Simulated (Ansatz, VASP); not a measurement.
# Ca in VASP and in Ansatz

```
CELL_PARAMETERS angstrom
0.00000 2.79420 2.79420
2.79420 0.00000 2.79420
2.79420 2.79420 0.00000
ATOMIC_POSITIONS crystal
Ca 0.00000 0.00000 0.00000
```

Alike in both runs: task single point; functional r2SCAN; k mesh 14 × 14 × 14; occupations gaussian, width 0.15 eV; no spin polarisation.

|  | VASP | Ansatz |
| --- | --- | --- |
| version | VASP 6.6.1 | Ansatz 0.2.0 |
| potentials or method | VASP PAW PBE potentials, release 64 (Ca_sv), cutoff 520 eV | scalar-relativistic, plane waves, PAW |
| valence electrons in the cell | 10 | 10 |

VASP gave:

* gap on the k mesh at the Fermi level (eV): none
* pressure (GPa): -0.1

Question: What did Ansatz give for the same quantities?

Answer: gap on the k mesh at the Fermi level (eV): none; pressure (GPa): -0.2.

VASP's potentials were made for PBE, not for r2SCAN. A gap of «none» marks a metal or a gap that the smearing closes.
